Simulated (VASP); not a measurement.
Hf: relaxation of cell and atoms with PBEsol

Hf:

```
CELL_PARAMETERS angstrom
2.76570 0.00000 0.00000
-1.38285 2.39517 0.00000
0.00000 0.00000 4.58419
ATOMIC_POSITIONS crystal
Hf 0.33333 0.66667 0.25000
Hf 0.66667 0.33333 0.75000
```

```yaml
Program: VASP 6.6.1
Task: relaxation of cell and atoms
Functional: PBEsol
Potentials_or_basis: VASP PAW PBE potentials, release 64 (Hf_pv)
Cutoff: 600 eV
k_mesh: 16 × 16 × 9
Occupations: fermi-dirac, width 0.1 eV
Spin: no spin polarisation
Target_pressure: 71 GPa
Dipole_correction: no
Further_INCAR_settings: ALGO = Normal; EDIFF = 1e-06; IBRION = 2; EDIFFG = -0.005; NSW = 32; ISIF = 3
```

```json
{
 "Relaxed volume": "15.15 Å³/atom",
 "Relaxed cell": "a = 2.764 Å, b = 2.764 Å, c = 4.579 Å, α = 90.00°, β = 90.00°, γ = 120.00°",
 "Space group after relaxing (to 0.1 Å)": "P6_3/mmc (No. 194)",
 "Energy change on relaxing (the run minimises the enthalpy)": "+13.5 meV/atom",
 "Ionic steps": "7",
 "Pressure after relaxing": "71.0 GPa",
 "Band gap on the k mesh": "zero (bands 10 and 11 overlap by 1.99 eV)"
}
```

The path:
```
step  energy change (eV)  largest force (eV/Å)  pressure (GPa)  volume (Å³)
   1              0.0000                0.0000           70.31        30.37
   2              0.1276                0.0000           73.39        30.08
   3              0.0287                0.0000           71.01        30.30
   4              0.0281                0.0000           71.01        30.30
   5              0.0140                0.0000           70.67        30.34
   6              0.0275                0.0000           70.97        30.30
   7              0.0270                0.0000           70.98        30.31
```

Final structure:
```yaml
crystal:
  lattice:
    - [2.76446, 0.00000, 0.00000]
    - [-1.38223, 2.39410, 0.00000]
    - [0.00000, 0.00000, 4.57903]
  atoms:
    - { symbol: Hf, position: [0.33333, 0.66667, 0.25000] }
    - { symbol: Hf, position: [0.66667, 0.33333, 0.75000] }
```

Levels at points of the mesh, in eV from the Fermi level:
```
           k point  band 8  band 9  band 10  band 11  band 12  band 13
(0.00, 0.00, 0.00)   -5.09    0.91     1.25     1.25     2.42     2.42
(0.50, 0.00, 0.00)   -4.05   -3.85     0.82     0.95     1.14     2.31
```

Wall time 5.9 min on 1 thread of Intel Xeon 8259CL, on a shared host, peak memory 0.22 GiB.

Caveat: the cell is relaxed towards a set pressure, so the run minimises the enthalpy, not the energy; the PAW data sets were made with another functional, which shifts forces and pressure a little; spin-orbit coupling is left out, which moves the levels of the heavy elements.
